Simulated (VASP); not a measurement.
Wanted: the native input for a VASP 6.6.1 run.

| Quantity | Value |
| --- | --- |
| Task | single point |
| Functional | LDA |
| Potentials or basis | VASP PAW LDA potentials, release 64 (Al, C) |
| Cutoff | 520 eV |
| k mesh | 2 × 2 × 2 |
| Occupations | gaussian, width 0.15 eV |
| Spin | no spin polarisation |
| Dipole correction | no |
| Further INCAR settings | LREAL = Auto; ALGO = Normal; EDIFF = 1e-06; NBANDS = 72 |

The structure of Al32C (a cell with a defect) lies in POSCAR:

```
Al32C
1.0
    8.1000000000      0.0000000000      0.0000000000
    0.0000000000      8.1000000000      0.0000000000
    0.0000000000      0.0000000000      8.1000000000
Al C
32 1
Direct
    0.5127428395      0.0202020988      0.0177453086
    0.7546243210      0.2555533333      0.0025649383
    0.7539538272     -0.0004365432      0.2580482716
   -0.0029496296      0.0044688889      0.0068535802
    0.2456386420      0.2531196296      0.0068656790
    0.5022502469      0.4997540741      0.0064193827
    0.7503372840      0.7478961728      0.0064093827
    0.2449879012      0.0051444444      0.2566895062
    0.4983966667      0.2555950617      0.2588323457
    0.7517140741      0.4984064198      0.2555937037
    0.5025411111      0.0042841975      0.5014856790
    0.7524529630      0.2527180247      0.5013054321
    0.7524187654      0.0050000000      0.7492407407
   -0.0054469136      0.4955264198      0.0025582716
    0.2299587654      0.7373448148      0.0177766667
   -0.0027825926      0.2529091358      0.2564651852
    0.2505706173      0.4961666667      0.2580738272
    0.5020827160      0.7480456790      0.2541890123
   -0.0024386420     -0.0000483951      0.5016192593
    0.2501770370      0.2525727160      0.5016180247
    0.4983596296      0.4947408642      0.4977862963
    0.7553959259      0.7517659259      0.4977840741
    0.2434961728      0.0066691358      0.7485472840
    0.5024298765      0.2527224691      0.7499866667
    0.7548867901      0.4952448148      0.7547441975
   -0.0054792593      0.7517369136      0.2588209877
   -0.0025913580      0.4976755556      0.5013087654
    0.2458334568      0.7476033333      0.5014940741
   -0.0024876543      0.2526206173      0.7543608642
    0.2451349383      0.4977282716      0.7492474074
    0.5156314815      0.7344933333      0.7324455556
   -0.0025656790      0.7477151852      0.7499990123
    0.3859507407      0.8640688889     -0.1135009877
```

One way to write it, as run:

INCAR

```
PREC = Accurate ; ENCUT = 520
EDIFF = 1E-6 ; ISMEAR = 0
SIGMA = 0.15 ; LREAL = Auto
LASPH = T ; NELM = 60
ALGO = Normal ; ISIF = 2
LWAVE = F ; LCHARG = F
NBANDS = 72
```

KPOINTS

```
regular mesh
0
Gamma
  2 2 2
```

Potentials or basis: VASP PAW LDA potentials, release 64 (Al, C).

Launch:

```console
$ cat potpaw_LDA.64/Al/POTCAR potpaw_LDA.64/C/POTCAR > POTCAR
$ mpirun -np 1 vasp_std > vasp.out
```

Results of the run:

The pressure is -2.2 GPa, the largest force is 0.140 eV/Å and the band gap on the k mesh is zero (bands 50 and 51 overlap by 0.83 eV).

Caveat: the k points lie up to 0.39 Å⁻¹ apart, too coarse for converged energies and pressures of a metal.

It took 9.8 min on 1 thread of Intel Xeon 8259CL, on a shared host, peak memory 0.48 GiB.
